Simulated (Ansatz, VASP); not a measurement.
# NaSc2: VASP beside Ansatz

```
Na Sc
1.0
     5.58311    0.00000    0.00000
    -2.79155    4.83511    0.00000
     0.00000    0.00000    3.00455
Na Sc
1 2
Direct
  0.00000 0.00000 0.00000
  0.33333 0.66667 0.50000
  0.66667 0.33333 0.50000
```

Alike in both runs: functional PBE; k mesh 6 × 6 × 6; occupations gaussian, width 0.1 eV; no spin polarisation.

Ansatz relaxed the structure, and its values are those at the end. VASP's run is a single point on that final structure, the one shown.

|  | VASP | Ansatz |
| --- | --- | --- |
| version | VASP 6.6.1 | Ansatz 0.2.0 |
| potentials or method | VASP PAW PBE potentials, release 64 (Na_pv, Sc_sv), cutoff 520 eV | scalar-relativistic, plane waves, PAW |
| valence electrons in the cell | 29 | 31 |

```tsv
	VASP	Ansatz	Ansatz less VASP
gap on the k mesh at the Fermi level (eV)	none	none	-
pressure (GPa)	0.0	0.0	-0.01
```

A gap of «none» marks a metal or a gap that the smearing closes. VASP's potentials hold 29 valence electrons a cell and Ansatz's 31, so a difference there can come from the potentials and not from the codes.
